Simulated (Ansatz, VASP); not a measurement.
**One calculation of CoW3, two programs**

```xyz
4
Lattice="3.6653 0.0000 0.0000 0.0000 3.6653 0.0000 0.0000 0.0000 3.9547" Properties=species:S:1:pos:R:3 pbc="T T T"
Co    0.0000    0.0000    0.0000
W     0.0000    1.8327    1.9774
W     1.8327    0.0000    1.9774
W     1.8327    1.8327    0.0000
```

Change from the starting cell: strain -0.050 along x and y, +0.025 along z, atoms carried along.

Alike in both runs: task single point; functional PBEsol; k mesh 12 × 12 × 12; occupations gaussian, width 0.15 eV; no spin polarisation.

|  | VASP | Ansatz |
| --- | --- | --- |
| version | VASP 6.6.1 | Ansatz 0.2.0 |
| potentials or method | VASP PAW PBE potentials, release 64 (Co, W_sv), cutoff 520 eV | scalar-relativistic, plane waves, PAW |
| valence electrons in the cell | 51 | 59 |

Ansatz gave:

| Quantity | Value |
| --- | --- |
| gap on the k mesh at the Fermi level (eV) | none |
| pressure (GPa) | 27.8 |
| traceless stress, the component that is largest in VASP (GPa) | -3.89 |

Which values does VASP return?

gap on the k mesh at the Fermi level (eV): none; pressure (GPa): 28.9; traceless stress, the component that is largest in VASP (GPa): -3.80.

VASP's potentials were made for PBE, not for PBEsol. A gap of «none» marks a metal or a gap that the smearing closes. The functional is the same, so the differences come from potentials, cutoffs and numerics. VASP's potentials hold 51 valence electrons a cell and Ansatz's 59, so a difference there can come from the potentials and not from the codes.

Neither program's run includes spin-orbit coupling.
